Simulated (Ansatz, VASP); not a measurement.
In3Se: VASP beside Ansatz

The input INCAR:

```
PREC     = Accurate       # precision mode
ENCUT    = 600            # plane-wave cutoff, eV
EDIFF    = 1E-6           # SCF threshold, eV
ISMEAR   = 0              # smearing method
SIGMA    = 0.1            # smearing width, eV
LREAL    = F              # projectors in reciprocal space
LASPH    = T              # aspherical terms in the spheres
NELM     = 100            # most SCF steps
ALGO     = Normal         # electronic algorithm
ISIF     = 3              # what is computed and relaxed
LWAVE    = F              # write WAVECAR
LCHARG   = F              # write CHGCAR
GGA      = PE             # functional
IVDW     = 13             # dispersion correction
IBRION   = 2              # ionic algorithm
NSW      = 80             # ionic steps
EDIFFG   = -0.01          # ionic threshold
```

The input KPOINTS:

```
regular mesh
0
Gamma
  10 10 10
```

The input POSCAR:

```
In3Se
1.0
    4.8037580000      0.0000000000      0.0000000000
    0.0000000000      4.8037580000      0.0000000000
    0.0000000000      0.0000000000      4.8037580000
In Se
3 1
Direct
    0.0000000000      0.5000000000      0.5000000000
    0.5000000000      0.0000000000      0.5000000000
    0.5000000000      0.5000000000      0.0000000000
    0.0000000000      0.0000000000      0.0000000000
```

Input for Ansatz:

```yaml
crystal:
  lattice:
    - [4.803758, 0.0, 0.0]
    - [0.0, 4.803758, 0.0]
    - [0.0, 0.0, 4.803758]
  atoms:
    - { symbol: In, position: [0.0, 0.5, 0.5] }
    - { symbol: In, position: [0.5, 0.0, 0.5] }
    - { symbol: In, position: [0.5, 0.5, 0.0] }
    - { symbol: Se, position: [0.0, 0.0, 0.0] }
basis:
  ecutwfc: 420
kpoints:
  mp_grid: { grid: [10, 10, 10] }
hamiltonian:
  xc: pbe
  dispersion: d4
scf:
  occupations: { method: gaussian, width: 0.1 }
output:
  forces: true
  stress: true
  eigenvalues: true
relax:
  adjacent_minimum: "off"
  f_tol: 0.01
  max_steps: 60
  cell: { stress_tol: 0.05 }
```

Alike in both runs: task relaxation of cell and atoms; functional PBE; dispersion D4; k mesh 10 × 10 × 10; occupations gaussian, width 0.1 eV; no spin polarisation.

|  | VASP | Ansatz |
| --- | --- | --- |
| version | VASP 6.6.1 | Ansatz 0.2.0 |
| potentials or method | VASP PAW PBE potentials, release 64 (In_d, Se), cutoff 600 eV | scalar-relativistic, plane waves, PAW |
| valence electrons in the cell | 45 | 55 |

Ansatz gave:

- gap on the k mesh at the Fermi level, each at its own relaxed structure (eV): none
- relaxed volume (Å³/atom): 25.96
- relaxed cell length with the largest relative difference (Å): 4.700

Task: Estimate VASP's values.

Result: gap on the k mesh at the Fermi level, each at its own relaxed structure (eV): none; relaxed volume (Å³/atom): 26.02; relaxed cell length with the largest relative difference (Å): 4.704.

A gap of «none» marks a metal or a gap that the smearing closes. VASP's potentials hold 45 valence electrons a cell and Ansatz's 55, so a difference there can come from the potentials and not from the codes.
